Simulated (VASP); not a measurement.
Write the native input for VASP 6.6.1 that does the following.

```
Task                   : single point
Functional             : PBE
Potentials or basis    : VASP PAW PBE potentials, release 64 (Gd)
Cutoff                 : 520 eV
k mesh                 : 13 × 13 × 13
Occupations            : fermi-dirac, width 0.08 eV
Spin                   : collinear spin, ferromagnetic start
Starting moments       : [7.0] μB
Dipole correction      : no
Further INCAR settings : ALGO = Normal; EDIFF = 1e-06; NBANDS = 19
```

The structure of Gd lies in POSCAR:

```
Gd
1.0
    3.2724821218      0.0000000000      0.0000000000
    0.0000000000      3.2724821218      0.0000000000
    0.0000000000      0.0000000000      3.2724821218
Gd
1
Direct
    0.0000000000      0.0000000000      0.0000000000
```

This isn't the form of Gd at room conditions, which is hcp.

These files were run (other wordings do the same):

INCAR

```
PREC     = Accurate       # precision mode
ENCUT    = 520            # plane-wave cutoff, eV
EDIFF    = 1E-6           # SCF threshold, eV
ISMEAR   = -1             # smearing method
SIGMA    = 0.08           # smearing width, eV
LREAL    = F              # projectors in reciprocal space
LASPH    = T              # aspherical terms in the spheres
NELM     = 150            # most SCF steps
ALGO     = Normal         # electronic algorithm
ISIF     = 2              # what is computed and relaxed
LWAVE    = F              # write WAVECAR
LCHARG   = F              # write CHGCAR
ISPIN    = 2              # spin polarisation
MAGMOM   = 7              # initial moments
LORBIT   = 11             # projections on sites
LMAXMIX  = 6              # l up to which the mixer works
GGA      = PE             # functional
NBANDS   = 19             # bands
```

KPOINTS

```
Automatic mesh
0
Gamma
  13 13 13
```

Potentials or basis: VASP PAW PBE potentials, release 64 (Gd).

Run with:

```console
$ cat potpaw_PBE.64/Gd/POTCAR > POTCAR
$ mpirun -np 1 vasp_std > vasp.out
```

Results of the run:

```json
{"Pressure": "0.0 GPa", "Net moment": "7.84 μB per cell", "Site moments": "Gd +7.12 μB", "Valence electrons inside the program's atomic spheres": "Gd 15.26"}
```

Wall time 91 s on 1 thread of AMD EPYC 9R45 96-Core Processor (Zen 5), on a shared host, peak memory 0.19 GiB.
